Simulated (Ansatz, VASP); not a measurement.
Ba3TaGa3Si2SO13 in VASP and in Ansatz

```
Ba Ta Ga Si S O
1.0
     8.51500    0.00000    0.00000
    -4.25750    7.37421    0.00000
     0.00000    0.00000    5.19200
Ba Ta Ga Si S O
3 1 3 2 1 13
Cartesian
  3.5854 0.1728 0.0927
  -1.9423 3.0187 0.0927
  2.6144 4.1828 0.0927
  0.0000 0.0000 0.0087
  6.3279 -0.0649 2.6199
  -3.1077 5.5126 2.6199
  1.0373 1.9265 2.6199
  0.0000 4.9161 2.2232
  4.2575 2.4581 2.7601
  0.0000 4.9161 4.2372
  4.2575 2.4581 1.1615
  2.7421 2.2605 3.3935
  5.1863 1.2444 3.3935
  4.8441 3.8692 3.3935
  0.4882 3.4492 1.6562
  -1.5146 5.2268 1.6562
  1.0263 6.0725 1.6562
  1.3748 0.8110 1.2008
  7.1252 0.7851 1.2008
  4.2725 5.7781 1.2008
  -0.0959 1.5973 4.0146
  -2.8262 6.6586 4.0146
  2.9221 6.4925 4.0146
```

Alike in both runs: functional PBE; k mesh 3 × 3 × 4; occupations fermi-dirac, width 0.02 eV; no spin polarisation.

Ansatz relaxed the structure, and its values are those at the end. VASP's run is a single point on that final structure, the one shown.

```csv
,VASP,Ansatz
version,VASP 6.6.1,Ansatz 0.2.0
potentials or method,"VASP PAW PBE potentials, release 64 (Ba_sv, Ta_pv, Ga_d, Si, S, O)","plane-wave PAW, scalar-relativistic"
plane-wave cutoff (eV),520,420
valence electrons in the cell,172,174
```

```csv
,VASP,Ansatz,Ansatz less VASP
gap on the k mesh at the Fermi level (eV),3.02,3.05,+0.027
pressure (GPa),9.3,8.2,-1.09
rms of the force components (eV/Å),0.044,0.001,-0.0427
```

VASP's potentials hold 172 valence electrons a cell and Ansatz's 174, so a difference there can come from the potentials and not from the codes. Ansatz's warnings: stress scf threshold loose.

Neither program's run includes spin-orbit coupling.
